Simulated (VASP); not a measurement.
A run of VASP 6.6.1 is set up as follows.

File INCAR:

```
SYSTEM = BaS
PREC = Accurate
ENCUT = 520
EDIFF = 1E-6
ISMEAR = 0
SIGMA = 0.01
LREAL = .FALSE.
LASPH = .TRUE.
NELM = 60
ALGO = Normal
ISIF = 2
LWAVE = .FALSE.
LCHARG = .TRUE.
GGA = CA
LELF = .TRUE.
LVHAR = .TRUE.
NBANDS = 15
```

The input KPOINTS:

```
regular mesh
0
G
  4 4 4
  0 0 0
```

POSCAR

```
BaS
1.0
    0.0000000000      3.2117958739      3.2117958739
    3.2117958739      0.0000000000      3.2117958739
    3.2117958739      3.2117958739      0.0000000000
Ba S
1 1
Direct
    0.0000000000      0.0000000000      0.0000000000
    0.5000000000      0.5000000000      0.5000000000
```

Potentials or basis: VASP PAW LDA potentials, release 64 (Ba_sv, S).

Launch:

```sh
$ cat potpaw_LDA.64/Ba_sv/POTCAR potpaw_LDA.64/S/POTCAR > POTCAR
$ mpirun -np 1 vasp_std > vasp.out
```

**Question.** Estimate the pressure.

**Answer.** -2.5 GPa.

**Question.** Estimate the band gap on the k mesh.

**Answer.** 1.92 eV, indirect (least direct gap 2.07 eV).

Caveat: the k points lie up to 0.42 Å⁻¹ apart; spin-orbit coupling is left out, which moves the levels of the heavy elements. As with any semilocal functional, this LDA gap is likely too small.
